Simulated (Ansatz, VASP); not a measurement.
# One calculation of CuSb, two programs

The input POSCAR:

```
CuSb
1.0
    0.0000000000      2.9001448414      2.9001448414
    2.9001448414      0.0000000000      2.9001448414
    2.9001448414      2.9001448414      0.0000000000
Cu Sb
1 1
Direct
    0.0000000000      0.0000000000      0.0000000000
    0.2500000000      0.2500000000      0.2500000000
```

File INCAR.step1:

```
SYSTEM = CuSb
  ALGO = Normal
  EDIFF = 1E-5
  ENCUT = 660
  GGA = PE
  GGA_COMPAT = .False.
  ISMEAR = 1
  LASPH = .True.
  LCHARG = .False.
  LREAL = .False.
  LWAVE = .True.
  NBANDS = 15
  NELM = 120
  PREC = Accurate
  SIGMA = 0.15
```

File INCAR.step2:

```
SYSTEM = CuSb
  ALGO = Normal
  EDIFF = 1E-6
  ENCUT = 660
  GGA_COMPAT = .False.
  ISIF = 2
  ISMEAR = 1
  ISTART = 1
  LASPH = .True.
  LCHARG = .False.
  LMIXTAU = .True.
  LREAL = .False.
  LWAVE = .False.
  METAGGA = R2SCAN
  NBANDS = 15
  NELM = 120
  PREC = Accurate
  SIGMA = 0.15
```

File KPOINTS:

```
k-points
0
Gamma
  10 10 10
  0 0 0
```

Input for Ansatz:

```yaml
crystal:
  lattice:
    - [0.0, 2.9001448414, 2.9001448414]
    - [2.9001448414, 0.0, 2.9001448414]
    - [2.9001448414, 2.9001448414, 0.0]
  atoms:
    - { symbol: Cu, position: [0.0, 0.0, 0.0] }
    - { symbol: Sb, position: [0.25, 0.25, 0.25] }
basis:
  ecutwfc: 500
  ecutrho_ratio: 4
  xc_grid: 2
kpoints:
  mp_grid: { grid: [10, 10, 10] }
hamiltonian:
  xc: r2scan
scf:
  occupations: { method: methfessel_paxton, width: 0.15 }
  mixing: { algorithm: anderson, beta: 0.3 }
output:
  forces: true
  stress: true
```

Alike in both runs: task single point; functional r2SCAN; k mesh 10 × 10 × 10; occupations methfessel-paxton of order 1, width 0.15 eV; no spin polarisation.

|  | VASP | Ansatz |
| --- | --- | --- |
| version | VASP 6.6.1 | Ansatz 0.2.0 |
| potentials or method | VASP PAW PBE potentials, release 64 (Cu, Sb), cutoff 660 eV | scalar-relativistic, plane waves, PAW |
| valence electrons in the cell | 16 | 34 |

```tsv
	VASP	Ansatz	Ansatz less VASP
pressure (GPa)	0.0	0.0	-0.01
```

VASP's potentials were made for PBE, not for r2SCAN. VASP's potentials hold 16 valence electrons a cell and Ansatz's 34, so a difference there can come from the potentials and not from the codes.

Spin-orbit coupling is off throughout.
